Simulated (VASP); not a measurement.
Write the native input for VASP 6.6.1 that does the following.

```yaml
Task: electric field gradients
Functional: r2SCAN
Potentials_or_basis: VASP PAW PBE potentials, release 64 (In_d)
Cutoff: 520 eV
k_mesh: 14 × 14 × 14
Occupations: fermi-dirac, width 0.03 eV
Spin: no spin polarisation
Dipole_correction: no
Further_INCAR_settings: ALGO = Normal; EDIFF = 1e-08; NBANDS = 12
```

The system is In.

```
CELL_PARAMETERS angstrom
-1.61327 1.61327 2.46772
1.61327 -1.61327 2.46772
1.61327 1.61327 -2.46772
ATOMIC_POSITIONS crystal
In 0.00000 0.00000 0.00000
```

One way to write it, as run:

POSCAR

```
In
1.0
   -1.6132721720      1.6132721720      2.4677168268
    1.6132721720     -1.6132721720      2.4677168268
    1.6132721720      1.6132721720     -2.4677168268
In
1
Direct
    0.0000000000      0.0000000000      0.0000000000
```

INCAR.step1

```
SYSTEM = In
ALGO     = Normal         ! electronic algorithm
EDIFF    = 1E-4           ! SCF threshold, eV
ENCUT    = 520            ! plane-wave cutoff, eV
GGA      = PE             ! functional
ISMEAR   = -1             ! smearing method
LASPH    = .TRUE.         ! aspherical terms in the spheres
LCHARG   = .FALSE.        ! write CHGCAR
LREAL    = .FALSE.        ! projectors in reciprocal space
LWAVE    = .TRUE.         ! write WAVECAR
NBANDS   = 12             ! bands
NELM     = 80             ! most SCF steps
PREC     = Accurate       ! precision mode
SIGMA    = 0.03           ! smearing width, eV
```

INCAR.step2

```
SYSTEM = In
ALGO     = Normal         ! electronic algorithm
EDIFF    = 1E-8           ! SCF threshold, eV
ENCUT    = 520            ! plane-wave cutoff, eV
ISIF     = 2              ! what is computed and relaxed
ISMEAR   = -1             ! smearing method
ISTART   = 1            
LASPH    = .TRUE.         ! aspherical terms in the spheres
LCHARG   = .FALSE.        ! write CHGCAR
LEFG     = .TRUE.       
LMIXTAU  = .TRUE.       
LREAL    = .FALSE.        ! projectors in reciprocal space
LWAVE    = .FALSE.        ! write WAVECAR
METAGGA  = R2SCAN         ! meta-GGA
NBANDS   = 12             ! bands
NELM     = 80             ! most SCF steps
PREC     = Accurate       ! precision mode
SIGMA    = 0.03           ! smearing width, eV
```

KPOINTS

```
k-points
0
G
  14 14 14
  0 0 0
```

Potentials or basis: VASP PAW PBE potentials, release 64 (In_d).

Run with:

```bash
$ cat potpaw_PBE.64/In_d/POTCAR > POTCAR
$ cp INCAR.step1 INCAR
$ mpirun -np 1 vasp_std > vasp.out
$ cp INCAR.step2 INCAR
$ mpirun -np 1 vasp_std > vasp.out
```

Results of the run:

```yaml
Pressure: 1.0 GPa
Band_gap_on_the_k_mesh: zero (an odd number of electrons rules out a gap without spin polarisation)
Largest_electric_field_gradient_by_atom: In +28.1 V/Å²
```

Caveat: without QUAD_EFG the Cq values of the log hold for a quadrupole moment of 1 mb, not for the nuclei; the PAW data sets were made with another functional, which shifts forces and pressure a little; spin-orbit coupling is left out, which moves the levels of the heavy elements.

Run time: 4.5 min on 1 thread of Intel(R) Xeon(R) Platinum 8488C (Sapphire Rapids), with other jobs on the host, peak memory 0.21 GiB.
